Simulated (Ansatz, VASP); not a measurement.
## MgS: VASP beside Ansatz

The input INCAR:

```
PREC     = Accurate       # precision mode
ENCUT    = 520            # plane-wave cutoff, eV
EDIFF    = 1E-8           # SCF threshold, eV
ISMEAR   = -1             # smearing method
SIGMA    = 0.05           # smearing width, eV
LREAL    = False          # projectors in reciprocal space
LASPH    = True           # aspherical terms in the spheres
NELM     = 80             # most SCF steps
ALGO     = Normal         # electronic algorithm
ISIF     = 2              # what is computed and relaxed
LWAVE    = False          # write WAVECAR
LCHARG   = False          # write CHGCAR
GGA      = PS             # functional
LEFG     = True         
NBANDS   = 11             # bands
```

KPOINTS

```
Automatic mesh
0
Gamma
  13 13 13
```

Contents of POSCAR:

```
MgS
1.0
    0.0000000000      2.8483745724      2.8483745724
    2.8483745724      0.0000000000      2.8483745724
    2.8483745724      2.8483745724      0.0000000000
Mg S
1 1
Direct
    0.0000000000      0.0000000000      0.0000000000
    0.2500000000      0.2500000000      0.2500000000
```

Input for Ansatz:

```yaml
crystal:
  lattice:
    - [0.0, 2.8483745724, 2.8483745724]
    - [2.8483745724, 0.0, 2.8483745724]
    - [2.8483745724, 2.8483745724, 0.0]
  atoms:
    - { symbol: Mg, position: [0.0, 0.0, 0.0] }
    - { symbol: S, position: [0.25, 0.25, 0.25] }
kpoints:
  mp_grid: { grid: [13, 13, 13] }
  band_path:
    path:
      - [0.0, 0.0, 0.0]
      - [-0.5, -0.5, 0.0]
      - [-0.375, -0.375, 0.25]
      - [-0.375, 0.0, 0.375]
      - [0.0, 0.0, 0.0]
      - [0.0, 0.0, 0.5]
      - [-0.5, -0.25, 0.25]
      - [-0.5, -0.5, 0.0]
    npoints: 5
scf:
  occupations: { method: fermi_dirac, width: 0.05 }
hamiltonian:
  xc: pbesol
  pseudopotentials: { kind: paw }
output:
  forces: true
  stress: true
  eigenvalues: true
  efg: { contact_densities: true }
```

Alike in both runs: task electric field gradients; functional PBEsol; k mesh 13 × 13 × 13; occupations fermi-dirac, width 0.05 eV; no spin polarisation.

|  | VASP | Ansatz |
| --- | --- | --- |
| version | VASP 6.6.1 | Ansatz 0.2.0 |
| potentials or method | VASP PAW PBE potentials, release 64 (Mg, S) | PAW with Ansatz's default frozen-core files, scalar-relativistic |
| plane-wave cutoff (eV) | 520 | 420 |
| valence electrons in the cell | 8 | 16 |

|  | VASP | Ansatz | Ansatz less VASP |
| --- | --- | --- | --- |
| gap on the k mesh at the Fermi level (eV) | 3.21 | 3.21 | -0.002 |
| pressure (GPa) | -1.4 | -1.3 | +0.10 |

VASP's potentials were made for PBE, not for PBEsol. VASP's potentials hold 8 valence electrons a cell and Ansatz's 16, so a difference there can come from the potentials and not from the codes.
